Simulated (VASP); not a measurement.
# O (P6_3/mmc) in VASP: notebook, part 2 of 2

VASP 6.6.1.

## (3) Single point, PBE (7.99 Å³/atom)

This run uses another cell than the first one, of 7.99 Å³/atom.

The input, INCAR:

```
SYSTEM = O
PREC     = Accurate       ! precision mode
ENCUT    = 520            ! plane-wave cutoff, eV
EDIFF    = 1E-6           ! SCF threshold, eV
ISMEAR   = -1             ! smearing method
SIGMA    = 0.08           ! smearing width, eV
LREAL    = .False.        ! projectors in reciprocal space
LASPH    = .True.         ! aspherical terms in the spheres
NELM     = 80             ! most SCF steps
ALGO     = Normal         ! electronic algorithm
ISIF     = 2              ! what is computed and relaxed
LWAVE    = .False.        ! write WAVECAR
LCHARG   = .True.         ! write CHGCAR
GGA      = PE             ! functional
LELF     = .True.         ! ELF
LVHAR    = .True.       
NBANDS   = 13             ! bands
```

The input, KPOINTS:

```
regular mesh
0
Gamma
  15 15 8
  0 0 0
```

The input, POSCAR:

```
O
1.0
    2.6579882093      0.0000000000      0.0000000000
   -1.3289941046      2.3018853122      0.0000000000
    0.0000000000      0.0000000000      2.6115721602
O
2
Direct
    0.3333333333      0.6666666667      0.2500000000
    0.6666666667      0.3333333333      0.7500000000
```

Potentials or basis: VASP PAW PBE potentials, release 64 (O).

Run with:

```console
> cat potpaw_PBE.64/O/POTCAR > POTCAR
> mpirun -np 1 vasp_std > vasp.out
```

OUTCAR:

```text
SYSTEM = O
   PREC = Accurate
   ENCUT = 520
   EDIFF = 1E-6
   ISMEAR = -1
   LREAL = .False.
   LASPH = .True.
   NELM = 80
   ISIF = 2
   GGA = PE

 ion  position               nearest neighbor table
   1  0.333  0.667  0.250-
   2  0.667  0.333  0.750-

  LATTYP: Found a hexagonal cell.
 ALAT       =     2.6579882093
 C/A-ratio  =     0.9825371501

  Lattice vectors:

 A1 = (   2.6579882093,   0.0000000000,   0.0000000000)
 A2 = (  -1.3289941046,   2.3018853122,   0.0000000000)
 A3 = (   0.0000000000,   0.0000000000,   2.6115721602)

Analysis of symmetry for initial positions (statically):
=====================================================================
 Subroutine PRICEL returns:
 Original cell was already a primitive cell.

 Routine SETGRP: Setting up the symmetry group for a
 hexagonal supercell.

 Subroutine GETGRP returns: Found 24 space group operations
 (whereof 12 operations were pure point group operations)
 out of a pool of 24 trial point group operations.

The static configuration has the point symmetry D_3d.
 The point group associated with its full space group is D_6h.
[... 174 lines left out ...]
      4      -0.3519      2.00000
      5      -0.3519      2.00000
      6       3.0635      0.00081
      7       3.0635      0.00081
      8       4.7235      0.00000
      9      17.6405      0.00000
     10      19.6065      0.00000
     11      28.1692      0.00000
     12      28.1692      0.00000
     13      33.8825      0.00000
[... 354 lines left out ...]
  band No.  band energies     occupation
      1     -16.2218      2.00000
      2     -14.6564      2.00000
      3      -3.8851      2.00000
      4      -0.0757      2.00000
      5       0.4487      2.00000
      6       1.6627      1.99988
      7       1.7882      1.99941
      8       3.9684      0.00000
      9      18.6080      0.00000
     10      24.4592      0.00000
     11      25.7516      0.00000
     12      27.5509      0.00000
     13      34.3040      0.00000

 [... further k-points ...]

------------------------ aborting loop because EDIFF is reached ----------------------------------------

  FORCE on cell =-STRESS in cart. coord.  units (eV):
  Direction    XX          YY          ZZ          XY          YZ          ZX
  --------------------------------------------------------------------------------------
  -------------------------------------------------------------------------------------
  Total        0.2464491      0.2464491      0.3965336      0.0000000     -0.0000000      0.0000000
  in kB       24.7114973     24.7114973     39.7604940      0.0000000     -0.0000000      0.0000000
  external PRESSURE =      29.7278295 kB  Pullay stress =       0.0000000 kB

 VOLUME and BASIS-vectors are now :
 -----------------------------------------------------------------------------
  energy-cutoff  :      520.00
  volume of cell :       15.98
      direct lattice vectors                 reciprocal lattice vectors
     2.657988209  0.000000000  0.000000000     0.376224393  0.217213254  0.000000000
    -1.328994105  2.301885312  0.000000000     0.000000000  0.434426509  0.000000000
     0.000000000  0.000000000  2.611572160     0.000000000  0.000000000  0.382911112

 POSITION                                       TOTAL-FORCE (eV/Angst)
 -----------------------------------------------------------------------------------
     -0.00000      1.53459      0.65289         0.000000      0.000000      0.000000
      1.32899      0.76730      1.95868        -0.000000     -0.000000      0.000000
 -----------------------------------------------------------------------------------
    total drift:                                0.000000     -0.000000      0.000000

  FREE ENERGIE OF THE ION-ELECTRON SYSTEM (eV)
  ---------------------------------------------------
  free  energy   TOTEN  =        -5.8088172310 eV

  energy  without entropy=       -5.7855026565  energy(sigma->0) =       -5.79715994
```

stdout:

```text
POSCAR found type information on POSCAR O
 POSCAR found :  1 types and       2 ions
 scaLAPACK will be used
 LDA part: xc-table for (Slater+PW92), standard interpolation
 POSCAR, INCAR and KPOINTS ok, starting setup
 FFT: planning ... GRIDC
 FFT: planning ... GRID_SOFT
 FFT: planning ... GRID
 WAVECAR not read
 entering main loop
```

Run time: 19 s. Hardware: 1 thread of Intel Xeon Platinum 8259CL at 2.50GHz (Skylake/Cascade Lake), shared host; peak memory 0.13 GiB.

What came out:

| Quantity | Value |
| --- | --- |
| Free energy | -5.8088 eV |
| Pressure | 3.0 GPa |
| Band gap on the k mesh | zero (bands 6 and 7 overlap by 1.95 eV) |

Stress tensor (GPa, compression positive):
```
2.47 0.00 0.00
0.00 2.47 0.00
0.00 0.00 3.98
```

## (4) Single point, PBE

This run uses another cell than the first one, of 8.15 Å³/atom.

The input, INCAR:

```
SYSTEM = O
PREC = Accurate
ENCUT = 520
EDIFF = 1E-6
ISMEAR = -1
SIGMA = 0.08
LREAL = .FALSE.
LASPH = .TRUE.
NELM = 60
ALGO = Normal
ISIF = 2
LWAVE = .FALSE.
LCHARG = .TRUE.
GGA = PE
LELF = .TRUE.
LVHAR = .TRUE.
NBANDS = 13
```

The input, KPOINTS:

```
regular mesh
0
G
  15 15 8
  0 0 0
```

The input, POSCAR:

```
O
1.0
    2.6759481339      0.0000000000      0.0000000000
   -1.3379740669      2.3174390632      0.0000000000
    0.0000000000      0.0000000000      2.6292184533
O
2
Direct
    0.3333333333      0.6666666667      0.2500000000
    0.6666666667      0.3333333333      0.7500000000
```

Run with:

```console
> cat potpaw_PBE.64/O/POTCAR > POTCAR
> mpirun -np 1 vasp_std > vasp.out
```

Wall time 22 s (1 thread of Intel Xeon Platinum 8259CL at 2.50GHz (Skylake/Cascade Lake), shared host); peak memory 0.13 GiB.

It converged, with:

- Free energy: -5.8124 eV
- Pressure: -0.4 GPa
- Band gap on the k mesh: zero (bands 6 and 7 overlap by 1.90 eV)

Levels at points of the mesh, in eV from the Fermi level:
| k point | band 4 | band 5 | band 6 | band 7 | band 8 | band 9 |
| --- | --- | --- | --- | --- | --- | --- |
| (0.00, 0.00, 0.00) | -2.72 | -2.72 | 0.62 | 0.62 | 2.22 | 15.02 |
| (0.00, 0.00, 0.50) | -1.66 | -0.91 | -0.91 | -0.91 | -0.91 | 18.87 |

## (5) Single point, PBE (8.32 Å³/atom)

This run uses another cell than the first one, of 8.32 Å³/atom.

The input, INCAR:

```
ALGO = Normal
EDIFF = 1E-6
ENCUT = 520
GGA = PE
ISIF = 2
ISMEAR = -1
LASPH = True
LCHARG = False
LREAL = False
LWAVE = False
NBANDS = 13
NELM = 60
PREC = Accurate
SIGMA = 0.08
```

The input, KPOINTS:

```
k-points
0
Gamma
  15 15 8
```

The input, POSCAR:

```
O
1.0
    2.6936701612      0.0000000000      0.0000000000
   -1.3468350806      2.3327867890      0.0000000000
    0.0000000000      0.0000000000      2.6466310035
O
2
Direct
    0.3333333333      0.6666666667      0.2500000000
    0.6666666667      0.3333333333      0.7500000000
```

Run with:

```console
> cat potpaw_PBE.64/O/POTCAR > POTCAR
> mpirun -np 1 vasp_std > vasp.out
```

Run time: 18 s. Hardware: 1 thread of Intel Xeon Platinum 8259CL at 2.50GHz (Skylake/Cascade Lake), shared host; peak memory 0.13 GiB.

Results (log left out):

- Free energy: -5.8095 eV
- Pressure: -3.4 GPa
- Band gap on the k mesh: zero (bands 6 and 7 overlap by 1.85 eV)

Stress tensor (GPa, compression positive):
```
-2.96  0.00  0.00
 0.00 -2.96  0.00
 0.00  0.00 -4.24
```

Levels at points of the mesh, in eV from the Fermi level:
```
           k point  band 4  band 5  band 6  band 7  band 8  band 9
(0.00, 0.00, 0.00)   -2.64   -2.64    0.61    0.61    2.17   14.83
(0.00, 0.00, 0.50)   -1.66   -0.89   -0.89   -0.89   -0.89   18.68
```

Caveat: the cell stands under tension.

## (6) Single point, PBE (8.48 Å³/atom)

This run uses another cell than the first one, of 8.48 Å³/atom.

The input, INCAR:

```
PREC = Accurate
ENCUT = 520
EDIFF = 1E-6
ISMEAR = -1
SIGMA = 0.08
LREAL = False
LASPH = True
NELM = 60
ALGO = Normal
ISIF = 2
LWAVE = False
LCHARG = False
GGA = PE
NBANDS = 13
```

The input, KPOINTS:

```
regular mesh
0
Gamma
  15 15 8
```

The input, POSCAR:

```
O
1.0
    2.7111620160      0.0000000000      0.0000000000
   -1.3555810080      2.3479351796      0.0000000000
    0.0000000000      0.0000000000      2.6638174006
O
2
Direct
    0.3333333333      0.6666666667      0.2500000000
    0.6666666667      0.3333333333      0.7500000000
```

Potentials or basis: VASP PAW PBE potentials, release 64 (O).

Run with:

```console
> cat potpaw_PBE.64/O/POTCAR > POTCAR
> mpirun -np 1 vasp_std > vasp.out
```

Wall time 20 s (1 thread of Intel Xeon Platinum 8259CL at 2.50GHz (Skylake/Cascade Lake), shared host); peak memory 0.13 GiB.

The run converged. Its results:

```
Free energy            : -5.8009 eV
Pressure               : -6.1 GPa
Band gap on the k mesh : zero (bands 6 and 7 overlap by 1.81 eV)
```

Stress tensor (GPa, compression positive):
```
-5.26  0.00  0.00
 0.00 -5.26  0.00
 0.00  0.00 -7.69
```

Levels at points of the mesh, in eV from the Fermi level:
```csv
k point,band 4,band 5,band 6,band 7,band 8,band 9
"(0.00, 0.00, 0.00)",-2.58,-2.58,0.60,0.60,2.11,14.66
"(0.00, 0.00, 0.50)",-1.65,-0.86,-0.86,-0.86,-0.86,18.50
```

Caveat: the cell stands under tension.

## (7) Summary

```tsv
cell	gap on the mesh (eV)	pressure (GPa)
a = 2.640, b = 2.640, c = 2.594 Å, angles 90.0, 90.0, 120.0°, 2 atoms	none	6.7
a = 2.658, b = 2.658, c = 2.612 Å, angles 90.0, 90.0, 120.0°, 2 atoms	none	3.0
a = 2.676, b = 2.676, c = 2.629 Å, angles 90.0, 90.0, 120.0°, 2 atoms	none	-0.4
a = 2.694, b = 2.694, c = 2.647 Å, angles 90.0, 90.0, 120.0°, 2 atoms	none	-3.4
a = 2.711, b = 2.711, c = 2.664 Å, angles 90.0, 90.0, 120.0°, 2 atoms	none	-6.1
```

Alike in all rows: task single point; level PBE; potentials or basis VASP PAW PBE potentials, release 64 (O); no spin polarisation; k mesh 15 × 15 × 8; cutoff (eV) 520; smearing fermi-dirac 0.08 eV.

Caveats: the cell stands under tension (at least some runs); the cell stands under pressure (at least some runs).

Absolute energies hang on the potentials; compare differences alone.
